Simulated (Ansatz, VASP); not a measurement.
V: VASP beside Ansatz

```
V
1.0
    -1.51390    1.51390    1.51390
     1.51390   -1.51390    1.51390
     1.51390    1.51390   -1.51390
V
1
Direct
  0.00000 0.00000 0.00000
```

Change from the starting cell: parallel moments scaled by 0.1, free total moment.

Alike in both runs: task single point; functional r2SCAN; k mesh 13 × 13 × 13; occupations fermi-dirac, width 0.1 eV; collinear spin.

|  | VASP | Ansatz |
| --- | --- | --- |
| version | VASP 6.6.1 | Ansatz 0.2.0 |
| potentials or method | VASP PAW PBE potentials, release 64 (V_sv), cutoff 520 eV | PAW, plane waves, scalar-relativistic |
| valence electrons in the cell | 13 | 13 |

Ansatz gave:

* pressure (GPa): -7.7
* net moment per atom (μB): 0.00

Q: Estimate VASP's values.

A: Pressure (GPa): -7.1; net moment per atom (μB): 0.00.

VASP's potentials were made for PBE, not for r2SCAN. With one functional, cell and mesh, what is left measures potentials, basis and numerics. Ansatz's warnings: seeded moment not kept, stability check not made.
